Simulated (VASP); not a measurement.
# NaH (Fm-3m) in VASP: notebook

The runs below take NaH through elastic constants, with PBEsol.

All numbers are computed with VASP 6.6.1; they aren't measurements. Logs are shortened: lines on timing, memory, paths and dates and some standing lists are left out, and cuts for length are marked.

### Step 1. The cell of the first run

The structure is cubic, space group Fm-3m (No. 225). Conventional cell: a = 4.287 Å, b = 4.287 Å, c = 4.287 Å, α = 90.00°, β = 90.00°, γ = 90.00°. Na (site symmetry m-3m) has 6 H at 2.14 Å within 2.8 Å. Within 2.8 Å of H (site symmetry m-3m) lie 6 Na at 2.14 Å.

### Step 2. Elastic constants, PBEsol

INCAR

```
SYSTEM = NaH
  PREC = Accurate
  ENCUT = 600
  EDIFF = 1E-8
  ISMEAR = 0
  SIGMA = 0.01
  LREAL = .False.
  LASPH = .True.
  NELM = 80
  ALGO = Normal
  ISIF = 3
  LWAVE = .False.
  LCHARG = .False.
  GGA = PS
  IBRION = 6
  NFREE = 2
  POTIM = 0.015
  NSW = 1
```

KPOINTS

```
regular mesh
0
Gamma
  8 8 8
  0 0 0
```

POSCAR

```
NaH
1.0
    0.0000000000      2.1435066665      2.1435066665
    2.1435066665      0.0000000000      2.1435066665
    2.1435066665      2.1435066665      0.0000000000
Na H
1 1
Direct
    0.0000000000      0.0000000000      0.0000000000
    0.5000000000      0.5000000000      0.5000000000
```

Potentials or basis: VASP PAW PBE potentials, release 64 (Na_pv, H).

Run with:

```sh
$ cat potpaw_PBE.64/Na_pv/POTCAR potpaw_PBE.64/H/POTCAR > POTCAR
$ mpirun -np 1 vasp_std > vasp.out
```

OUTCAR:

```text
SYSTEM = NaH
   PREC = Accurate
   ENCUT = 600
   EDIFF = 1E-8
   ISMEAR = 0
   LREAL = .False.
   LASPH = .True.
   NELM = 80
   ISIF = 3
   GGA = PS
   IBRION = 6
   NFREE = 2
   POTIM = 0.015
   NSW = 1

 ion  position               nearest neighbor table
   1  0.000  0.000  0.000-
   2  0.500  0.500  0.500-

  LATTYP: Found a face centered cubic cell.
 ALAT       =     4.2870133330

  Lattice vectors:

 A1 = (   0.0000000000,   2.1435066665,   2.1435066665)
 A2 = (   2.1435066665,   0.0000000000,   2.1435066665)
 A3 = (   2.1435066665,   2.1435066665,   0.0000000000)

Analysis of symmetry for initial positions (statically):
=====================================================================
 Subroutine PRICEL returns:
 Original cell was already a primitive cell.

 Routine SETGRP: Setting up the symmetry group for a
 face centered cubic supercell.

 Subroutine GETGRP returns: Found 48 space group operations
 (whereof 48 operations were pure point group operations)
 out of a pool of 48 trial point group operations.

The static configuration has the point symmetry O_h .

Analysis of symmetry for dynamics (positions and initial velocities):
=====================================================================
 Subroutine PRICEL returns:
 Original cell was already a primitive cell.

 Routine SETGRP: Setting up the symmetry group for a
 face centered cubic supercell.

 Subroutine GETGRP returns: Found 48 space group operations
 (whereof 48 operations were pure point group operations)
 out of a pool of 48 trial point group operations.

The dynamic configuration has the point symmetry O_h .

 Subroutine INISYM returns: Found 48 space group operations
 (whereof 48 operations are pure point group operations),
 and found     1 'primitive' translations

----------------------------------------------------------------------------------------

                                     Primitive cell

  volume of cell :      19.6972

  direct lattice vectors                    reciprocal lattice vectors
     0.000000000  2.143506666  2.143506666    -0.233262629  0.233262629  0.233262629
     2.143506666  0.000000000  2.143506666     0.233262629 -0.233262629  0.233262629
     2.143506666  2.143506666  0.000000000     0.233262629  0.233262629 -0.233262629

  length of vectors
     3.031376199  3.031376199  3.031376199     0.404022725  0.404022725  0.404022725

  position of ions in fractional coordinates (direct lattice)
     0.000000000  0.000000000  0.000000000
     0.500000000  0.500000000  0.500000000

  ion indices of the primitive-cell ions
   primitive index   ion index
                 1           1
                 2           2

----------------------------------------------------------------------------------------

 KPOINTS: regular mesh

Automatic generation of k-mesh.
 Grid dimensions read from file:
 generate k-points for:    8    8    8

 Generating k-lattice:

  Cartesian coordinates                     Fractional coordinates (reciprocal lattice)
    -0.029157829  0.029157829  0.029157829     0.125000000  0.000000000  0.000000000
     0.029157829 -0.029157829  0.029157829     0.000000000  0.125000000  0.000000000
     0.029157829  0.029157829 -0.029157829     0.000000000  0.000000000  0.125000000

  Length of vectors
     0.050502841  0.050502841  0.050502841

  Shift w.r.t. Gamma in fractional coordinates (k-lattice)
     0.000000000  0.000000000  0.000000000

 Subroutine IBZKPT returns following result:
 ===========================================

 Found     29 irreducible k-points:

 Following reciprocal coordinates:
            Coordinates               Weight
  0.000000  0.000000  0.000000      1.000000
  0.125000  0.000000  0.000000      8.000000
  0.250000  0.000000  0.000000      8.000000
  0.375000  0.000000  0.000000      8.000000
  0.500000  0.000000  0.000000      4.000000
  0.125000  0.125000  0.000000      6.000000
[... 45 lines left out ...]
   POTIM  = 0.0150    time-step for ionic-motion
   TEBEG  =    0.0;   TEEND  =   0.0 temperature during run
   PSTRESS=    0.0 pullay stress
   NELECT =       8.0000    total number of electrons
   NUPDOWN=      -1.0000    fix difference up-down
   EMIN   =  10.00;   EMAX   =-10.00  energy-range for DOS
   EFERMI =   0.00;   METHOD = LEGACY
   ISMEAR =     0;   SIGMA  =   0.01  broadening in eV -4-tet -1-fermi 0-gaus
   EFERMI_NEDOS =   21; number of points for ismear=-14 and -15
   IALGO  =     38    algorithm
   IMIX   =      4    mixing-type and parameters
     AMIX     =   0.40;   BMIX     =  1.00
     AMIX_MAG =   1.60;   BMIX_MAG =  1.00
  volume/ion in A,a.u.               =       9.85        66.46
  Fermi-wavevector in a.u.,A,eV,Ry     =   1.212374  2.291055 19.998537  1.469851
  Thomas-Fermi vector in A             =   2.347860
   LORBIT       =      0    0 simple, 1 ext, 2 COOP (PROOUT), +10 PAW based schemes
   GGA     = PS    functional components
   LHFCALC =     F    Hartree Fock is set to
   AEXX    =    0.0000 exact exchange contribution
   IVDW    =     0    specifies the selected vdW correction
   LEPSILON=     F    determine dielectric tensor
   LRPA    =     F    only Hartree local field effects (RPA)
 finite differences with symmetry
 non-spin polarized calculation
 Gauss-broadening in eV      SIGMA  =   0.01
  energy-cutoff  :      600.00
  volume of cell :       19.70
 maximum number of plane-waves:       684
   NGX = 13   NGY = 13   NGZ = 13

--------------------------------------- Ionic step        1  -------------------------------------------

 number of electron       7.9999997 magnetization

 Free energy of the ion-electron system (eV)
  ---------------------------------------------------
  ext. energy  EPLUGINS =         0.00000000
  ---------------------------------------------------
  free energy    TOTEN  =        -4.80095651 eV

  energy without entropy =       -4.80095651  energy(sigma->0) =       -4.80095651

------------------------ aborting loop because EDIFF is reached ----------------------------------------

  FORCE on cell =-STRESS in cart. coord.  units (eV):
  Direction    XX          YY          ZZ          XY          YZ          ZX
  --------------------------------------------------------------------------------------
  -------------------------------------------------------------------------------------
  Total        1.8633705      1.8633705      1.8633705     -0.0000000      0.0000000     -0.0000000
  in kB      151.5672182    151.5672182    151.5672182     -0.0000000      0.0000000     -0.0000000
  external PRESSURE =     151.5672182 kB  Pullay stress =       0.0000000 kB
[... 89 lines left out ...]
  FREE ENERGIE OF THE ION-ELECTRON SYSTEM (eV)
  ---------------------------------------------------
  free  energy   TOTEN  =        -4.7708159911 eV

  energy  without entropy=       -4.7708159911  energy(sigma->0) =       -4.77081599

[... ionic steps 4 to 14 ...]

--------------------------------------- Ionic step       15  -------------------------------------------

 number of electron       7.9999998 magnetization

------------------------ aborting loop because EDIFF is reached ----------------------------------------
[... 67 lines left out ...]
--------------------------------------- Ionic step       17  -------------------------------------------

 number of electron       7.9999997 magnetization

 Free energy of the ion-electron system (eV)
  ---------------------------------------------------
  ext. energy  EPLUGINS =         0.00000000
  ---------------------------------------------------
  free energy    TOTEN  =        -4.80064784 eV

  energy without entropy =       -4.80064784  energy(sigma->0) =       -4.80064784

 E-fermi :   0.4788     XC(G=0):  -9.2160

 val. band max:        0.3257490116   @ k =   0.5000   0.2500  -0.2500
 cond. band min:       4.4970385800   @ k =   0.5000   0.0000   0.0000
 fundamental gap:      4.1712895684
 Fermi energy:         0.4788128850

 k-point     1 :       0.0000    0.0000    0.0000
  band No.  band energies     occupation
      1     -21.1815      2.00000
      2     -21.1815      2.00000
      3     -21.1815      2.00000
      4      -4.5168      2.00000
      5      14.3536      0.00000
      6      18.5729      0.00000
      7      18.5729      0.00000
      8      18.5741      0.00000
[... 243 lines left out ...]
 k-point    24 :      -0.3750    0.2500    0.1250
  band No.  band energies     occupation
      1     -21.4422      2.00000
      2     -21.2901      2.00000
      3     -21.2386      2.00000
      4      -0.2612      2.00000
      5       5.4812      0.00000
      6       9.4543      0.00000
      7      13.7523      0.00000
      8      18.9473      0.00000

 [... further k-points ...]
[... 5 lines left out ...]
  --------------------------------------------------------------------------------------
  -------------------------------------------------------------------------------------
  Total        1.8659917      1.8629559      1.8629559      0.0000000      0.0000000      0.0000000
  in kB      151.7804275    151.5334948    151.5334948      0.0000000      0.0000000      0.0000000
  external PRESSURE =     151.6158057 kB  Pullay stress =       0.0000000 kB
[... 17 lines left out ...]
  FREE ENERGIE OF THE ION-ELECTRON SYSTEM (eV)
  ---------------------------------------------------
  free  energy   TOTEN  =        -4.8006478404 eV

  energy  without entropy=       -4.8006478404  energy(sigma->0) =       -4.80064784

 INTERNAL STRAIN TENSORS FROM STRAINED CELLS
 ============================================

 INTERNAL STRAIN TENSOR FOR ION    1 for displacements in x,y,z  (eV/Angst):
          X           Y           Z          XY          YZ          ZX
  --------------------------------------------------------------------------------
  x    -0.00000     0.00000    -0.00000     0.00000     0.00000     0.00000
  y    -0.00000    -0.00000     0.00000    -0.00000    -0.00000     0.00000
  z    -0.00000     0.00000     0.00000     0.00000     0.00000     0.00000

 INTERNAL STRAIN TENSORS FROM DISPLACED ATOMS
 ============================================

 INTERNAL STRAIN TENSOR FOR ION    1 for displacements in x,y,z  (eV/Angst):
          X           Y           Z          XY          YZ          ZX
  --------------------------------------------------------------------------------
  x     0.00000     0.00000     0.00000     0.00000     0.00000     0.00000
  y     0.00000     0.00000     0.00000     0.00000     0.00000     0.00000
  z     0.00000     0.00000     0.00000     0.00000     0.00000     0.00000

 INTERNAL STRAIN TENSOR FOR ION    2 for displacements in x,y,z  (eV/Angst):
          X           Y           Z          XY          YZ          ZX
  --------------------------------------------------------------------------------
  x     0.00000     0.00000     0.00000     0.00000     0.00000     0.00000
  y     0.00000     0.00000     0.00000     0.00000     0.00000     0.00000
  z     0.00000     0.00000     0.00000     0.00000     0.00000     0.00000

 Eigenvectors and eigenvalues of the dynamical matrix
 ----------------------------------------------------

   1 f  =   26.449444 THz   166.186761 2PiTHz  882.258501 cm-1   109.386064 meV
             X         Y         Z           dx          dy          dz
      0.000000  0.000000  0.000000    -0.185522   -0.084513    0.000000
      2.143507  2.143507  2.143507     0.890913    0.405848    0.000000
[... 21 lines left out ...]
   6 f/i=    0.008157 THz     0.051253 2PiTHz    0.272094 cm-1     0.033735 meV
             X         Y         Z           dx          dy          dz
      0.000000  0.000000  0.000000    -0.039489    0.438885   -0.874219
      2.143507  2.143507  2.143507    -0.008223    0.091393   -0.182046

--------------------------------------------------------------------------------------------------------

 ELASTIC MODULI CONTR FROM IONIC RELAXATION (kBar)
 Direction    XX          YY          ZZ          XY          YZ          ZX
 --------------------------------------------------------------------------------
 XX           0.0000      0.0000      0.0000      0.0000      0.0000      0.0000
 YY           0.0000      0.0000      0.0000      0.0000      0.0000      0.0000
 ZZ           0.0000      0.0000      0.0000      0.0000      0.0000      0.0000
 XY           0.0000      0.0000      0.0000      0.0000      0.0000      0.0000
 YZ           0.0000      0.0000      0.0000      0.0000      0.0000      0.0000
 ZX           0.0000      0.0000      0.0000      0.0000      0.0000      0.0000
 --------------------------------------------------------------------------------

 TOTAL ELASTIC MODULI (kBar)
 Direction    XX          YY          ZZ          XY          YZ          ZX
 --------------------------------------------------------------------------------
 XX        1375.2479    190.8404    190.8404     -0.0000     -0.0000      0.0000
 YY         190.8404   1375.2479    190.8404     -0.0000      0.0000     -0.0000
 ZZ         190.8404    190.8404   1375.2479     -0.0000     -0.0000     -0.0000
 XY          -0.0000     -0.0000     -0.0000    263.6828      0.0000     -0.0000
 YZ          -0.0000      0.0000     -0.0000      0.0000    263.6828     -0.0000
 ZX           0.0000     -0.0000     -0.0000     -0.0000     -0.0000    263.6828
 --------------------------------------------------------------------------------
```

Run time: 46 s. Hardware: 1 thread of Intel Xeon 6975P-C (Granite Rapids), shared host; peak memory 0.19 GiB.

What came out:

```yaml
Elastic_constants_C11_C12_C44: 138, 19, 26 GPa
Voigt_bulk_modulus: 59 GPa
Highest_phonon_frequency_at_Γ_LO-TO_splitting_left_out: 882 cm⁻¹
```

Phonon frequencies in cm⁻¹ (negative: imaginary):
| q point | frequencies |
| --- | --- |
| (0.000, 0.000, 0.000) | 0 0 0 882 882 882 |

Elastic tensor in Voigt notation (GPa, in the Cartesian axes of the cell as first typed):
```
138  19  19   0   0   0
 19 138  19   0   0   0
 19  19 138   0   0   0
  0   0   0  26   0   0
  0   0   0   0  26   0
  0   0   0   0   0  26
```

Clamped-ion elastic tensor (GPa):
```
138  19  19   0   0   0
 19 138  19   0   0   0
 19  19 138   0   0   0
  0   0   0  26   0   0
  0   0   0   0  26   0
  0   0   0   0   0  26
```

Caveat: the cell is under stress, which shifts elastic constants; the PAW data sets were made with another functional, which shifts forces and pressure a little.

### Step 3. Elastic constants, PBEsol

This run uses another cell than the first one, of 10.63 Å³/atom, 1.080 times its volume.

INCAR

```
ALGO = Normal
EDIFF = 1E-8
ENCUT = 600
GGA = PS
IBRION = 6
ISIF = 3
ISMEAR = 0
LASPH = True
LCHARG = True
LREAL = False
LWAVE = False
NELM = 80
NFREE = 2
NSW = 1
POTIM = 0.015
PREC = Accurate
SIGMA = 0.01
```

KPOINTS

```
k-points
0
Gamma
  8 8 8
```

POSCAR

```
NaH
1.0
    0.0000000000      2.1989746742      2.1989746742
    2.1989746742      0.0000000000      2.1989746742
    2.1989746742      2.1989746742      0.0000000000
Na H
1 1
Direct
    0.0000000000      0.0000000000      0.0000000000
    0.5000000000      0.5000000000      0.5000000000
```

Potentials or basis: VASP PAW PBE potentials, release 64 (Na_pv, H).

Run with:

```sh
$ cat potpaw_PBE.64/Na_pv/POTCAR potpaw_PBE.64/H/POTCAR > POTCAR
$ mpirun -np 1 vasp_std > vasp.out
```

Wall time 90 s (1 thread of Intel Xeon 6975P-C (Granite Rapids), shared host); peak memory 0.2 GiB.

Results (log left out):

| Quantity | Value |
| --- | --- |
| Elastic constants C11, C12, C44 | 110, 17, 26 GPa |
| Voigt bulk modulus | 48 GPa |
| Highest phonon frequency at Γ, LO-TO splitting left out | 795 cm⁻¹ |

Phonon frequencies in cm⁻¹ (negative: imaginary):
| q point | frequencies |
| --- | --- |
| (0.000, 0.000, 0.000) | 0 0 0 795 795 795 |

Elastic tensor in Voigt notation (GPa, in the Cartesian axes of the cell as first typed):
```
110  17  17   0   0   0
 17 110  17   0   0   0
 17  17 110   0   0   0
  0   0   0  26   0   0
  0   0   0   0  26   0
  0   0   0   0   0  26
```

Clamped-ion elastic tensor (GPa):
```
110  17  17   0   0   0
 17 110  17   0   0   0
 17  17 110   0   0   0
  0   0   0  26   0   0
  0   0   0   0  26   0
  0   0   0   0   0  26
```

Caveat: the cell is under stress, which shifts elastic constants; the PAW data sets were made with another functional, which shifts forces and pressure a little.

### Step 4. Elastic constants, PBEsol

This run uses another cell than the first one, of 11.26 Å³/atom, 1.143 times its volume.

INCAR

```
SYSTEM = NaH
ALGO = Normal
EDIFF = 1E-8
ENCUT = 600
GGA = PS
IBRION = 6
ISIF = 3
ISMEAR = 0
LASPH = .True.
LCHARG = .True.
LREAL = .False.
LWAVE = .False.
NBANDS = 11
NELM = 100
NFREE = 2
NSW = 1
POTIM = 0.015
PREC = Accurate
SIGMA = 0.01
```

KPOINTS

```
k-points
0
Gamma
  8 8 8
  0 0 0
```

POSCAR

```
NaH
1.0
    0.0000000000      2.2410442546      2.2410442546
    2.2410442546      0.0000000000      2.2410442546
    2.2410442546      2.2410442546      0.0000000000
Na H
1 1
Direct
    0.0000000000      0.0000000000      0.0000000000
    0.5000000000      0.5000000000      0.5000000000
```

Run with:

```sh
$ cat potpaw_PBE.64/Na_pv/POTCAR potpaw_PBE.64/H/POTCAR > POTCAR
$ mpirun -np 1 vasp_std > vasp.out
```

It took 2 min on 1 thread of Intel Xeon 6975P-C (Granite Rapids), shared host; peak memory 0.22 GiB.

It converged, with:

| Item | Value |
| --- | --- |
| Elastic constants C11, C12, C44 | 92, 16, 25 GPa |
| Voigt bulk modulus | 41 GPa |
| Highest phonon frequency at Γ, LO-TO splitting left out | 732 cm⁻¹ |

Phonon frequencies in cm⁻¹ (negative: imaginary):
| q point | frequencies |
| --- | --- |
| (0.000, 0.000, 0.000) | 0 0 0 732 732 732 |

Elastic tensor in Voigt notation (GPa, in the Cartesian axes of the cell as first typed):
```
92 16 16  0  0  0
16 92 16  0  0  0
16 16 92  0  0  0
 0  0  0 25  0  0
 0  0  0  0 25  0
 0  0  0  0  0 25
```

Clamped-ion elastic tensor (GPa):
```
92 16 16  0  0  0
16 92 16  0  0  0
16 16 92  0  0  0
 0  0  0 25  0  0
 0  0  0  0 25  0
 0  0  0  0  0 25
```

Caveat: the cell is under stress, which shifts elastic constants; the PAW data sets were made with another functional, which shifts forces and pressure a little.

[end of part 1 of 2]
